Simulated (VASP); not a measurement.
Crystal: Pt.

```xyz
1
Lattice="-1.5842 1.5842 1.5842 1.5842 -1.5842 1.5842 1.5842 1.5842 -1.5842" Properties=species:S:1:pos:R:3 pbc="T T T"
Pt    0.0000    0.0000    0.0000
```

This isn't the form of Pt at room conditions, which is fcc.

| Quantity | Value |
| --- | --- |
| Program | VASP 6.6.1 |
| Task | relaxation of cell and atoms |
| Functional | B3LYP |
| Potentials or basis | VASP PAW PBE potentials, release 64 (Pt) |
| Cutoff | 600 eV |
| k mesh | 6 × 6 × 6 |
| Occupations | fermi-dirac, width 0.05 eV |
| Spin | no spin polarisation |

At the start: pressure 5.7 GPa; volume 15.90 Å³/atom.

Question: Where does the relaxation end?

Answer: Over 4 steps the energy falls by 6.8 meV/atom and the volume is 16.29 Å³/atom (+2.5 %); space group Im-3m (No. 229, to 0.1 Å) before and after.

The path:
```
step  energy change (eV)  largest force (eV/Å)  pressure (GPa)  volume (Å³)
   1              0.0000                0.0000            5.66        15.90
   2              0.0259                0.0000          -10.49        17.23
   3             -0.0068                0.0000           -0.11        16.30
   4             -0.0068                0.0000            0.00        16.29
```

Final structure:
```cif
data_structure
_symmetry_space_group_name_H-M 'P 1'
_symmetry_Int_Tables_number 1
_cell_length_a 2.7662
_cell_length_b 2.7662
_cell_length_c 2.7662
_cell_angle_alpha 109.471
_cell_angle_beta 109.471
_cell_angle_gamma 109.471
_cell_volume 16.29
loop_
_atom_site_label
_atom_site_type_symbol
_atom_site_fract_x
_atom_site_fract_y
_atom_site_fract_z
_atom_site_occupancy
Pt1 Pt 0.00000 0.00000 0.00000 1
```

Caveat: the k points lie up to 0.46 Å⁻¹ apart in the final cell, too coarse for converged energies and pressures of a metal; the PAW data sets were made with another functional, which shifts forces and pressure a little.
